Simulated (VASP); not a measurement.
FeO, 2 atoms in the cell. Symmetry: Fm-3m, No. 225, cubic system. The conventional cell has a = 4.311 Å, b = 4.311 Å, c = 4.311 Å, α = 90.00°, β = 90.00°, γ = 90.00°. Fe (site symmetry m-3m) has 6 O at 2.16 Å within 2.9 Å. O (site symmetry m-3m) has 6 Fe at 2.16 Å within 2.9 Å. 

- Program: VASP 6.6.1
- Task: single point
- Functional: PBEsol
- Potentials or basis: VASP PAW PBE potentials, release 64 (Fe_sv, O)
- Cutoff: 700 eV
- k mesh: 11 × 11 × 11
- Occupations: gaussian, width 0.05 eV
- Spin: collinear spin, ferromagnetic start
- Starting moments: [3.0, 0.0] μB
- Dipole correction: no
- Further INCAR settings: ALGO = Normal; EDIFF = 1e-06; NBANDS = 22

Potentials or basis: VASP PAW PBE potentials, release 64 (Fe_sv, O).

Run with:

```console
$ cat potpaw_PBE.64/Fe_sv/POTCAR potpaw_PBE.64/O/POTCAR > POTCAR
$ mpirun -np 1 vasp_std > vasp.out
```

Hardware: 1 thread of Intel(R) Xeon(R) Platinum 8259CL CPU @ 2.50GHz (Skylake/Cascade Lake) (shared host).

Task: Estimate the wall time of this run.

Result: Run time: 2 min on 1 thread of Intel(R) Xeon(R) Platinum 8259CL CPU @ 2.50GHz (Skylake/Cascade Lake), with other jobs on the host, peak memory 0.2 GiB. Counts: scf iterations 14, k points 56.
